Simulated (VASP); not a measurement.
Wanted: the native input for a VASP 6.6.1 run.

```yaml
Task: single point
Functional: PBE
Dispersion: D3(BJ)
Potentials_or_basis: VASP PAW PBE potentials, release 64 (Mo_sv, S)
Cutoff: 520 eV
k_mesh: 12 × 12 × 12
Occupations: gaussian, width 0.05 eV
Spin: no spin polarisation
Dipole_correction: no
Further_INCAR_settings: ALGO = Normal; EDIFF = 1e-07; NBANDS = 20
```

The structure of MoS2 lies in POSCAR:

```
MoS2
1.0
    1.5371500000      0.8874739663      5.1342000000
   -1.5371500000      0.8874739663      5.1342000000
    0.0000000000     -1.7749479326      5.1342000000
Mo S
1 2
Direct
    0.0000172156      0.0000172156      0.0000172156
    0.7535368444      0.7535368444      0.7535368444
    0.5797459400      0.5797459400      0.5797459400
```

The input as run:

INCAR

```
ALGO = Normal
EDIFF = 1E-7
ENCUT = 520
GGA = PE
ISIF = 2
ISMEAR = 0
IVDW = 12
LASPH = T
LCHARG = F
LREAL = F
LWAVE = F
NBANDS = 20
NELM = 100
PREC = Accurate
SIGMA = 0.05
```

KPOINTS

```
k-points
0
Gamma
  12 12 12
```

Potentials or basis: VASP PAW PBE potentials, release 64 (Mo_sv, S).

Launch:

```bash
$ cat potpaw_PBE.64/Mo_sv/POTCAR potpaw_PBE.64/S/POTCAR > POTCAR
$ mpirun -np 1 vasp_std > vasp.out
```

Results of the run:

```yaml
Pressure: 51.8 GPa
Largest_force: 5.994 eV/Å
Band_gap_on_the_k_mesh: zero (bands 13 and 14 overlap by 1.20 eV)
Dispersion_energy_per_atom: -0.546 eV
```

Caveat: the cell stands under pressure; forces of over 1 eV/Å act on the atoms, so gaps and moduli don't describe the material at rest.

It took 7.2 min on 1 thread of Intel Xeon 8259CL, with other jobs on the host, peak memory 0.34 GiB.
